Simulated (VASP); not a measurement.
Write the native input for VASP 6.6.1 that does the following.

```yaml
Task: single point
Functional: PBE
Potentials_or_basis: VASP PAW PBE potentials, release 64 (Ca_sv, Te, Ru_pv)
Cutoff: 520 eV
k_mesh: 6 × 6 × 4
Occupations: gaussian, width 0.1 eV
Spin: no spin polarisation
Dipole_correction: no
Further_INCAR_settings: ALGO = Fast; EDIFF = 1e-06; NBANDS = 41
```

The structure of Ca3TeRu2 lies in POSCAR:

```
Ca3TeRu2
1.0
    6.2342191531      0.0000000000      0.0000000000
   -3.1171095766      5.3989921594      0.0000000000
    0.0000000000      0.0000000000      7.3243708855
Ca Te Ru
3 1 2
Direct
    0.5000000000      0.0000000000      0.5000000000
    0.0000000000      0.5000000000      0.5000000000
    0.5000000000      0.5000000000      0.5000000000
    0.0000000000      0.0000000000      0.0000000000
    0.0000000000      0.0000000000      0.3445314018
    0.0000000000      0.0000000000      0.6554685982
```

The cell was built from a structure type or drawn by symmetry, and may not be a known phase.

The input as run:

INCAR

```
PREC = Accurate ; ENCUT = 520
EDIFF = 1E-6 ; ISMEAR = 0
SIGMA = 0.1 ; LREAL = F
LASPH = T ; NELM = 80
ALGO = Fast ; ISIF = 2
LWAVE = F ; LCHARG = F
GGA = PE ; NBANDS = 41
```

KPOINTS

```
Automatic mesh
0
Gamma
  6 6 4
```

Potentials or basis: VASP PAW PBE potentials, release 64 (Ca_sv, Te, Ru_pv).

Launch:

```console
$ cat potpaw_PBE.64/Ca_sv/POTCAR potpaw_PBE.64/Te/POTCAR potpaw_PBE.64/Ru_pv/POTCAR > POTCAR
$ mpirun -np 1 vasp_std > vasp.out
```

Results of the run:

```yaml
Pressure: 0.0 GPa
Largest_force: 0.063 eV/Å
Band_gap_on_the_k_mesh: zero (bands 32 and 33 overlap by 0.87 eV)
```

Caveat: spin-orbit coupling is left out, which moves the levels of the heavy elements.

Run time: 11 min on 1 thread of Oxide Virtual Turin-like Processor, on a shared host, peak memory 0.44 GiB.
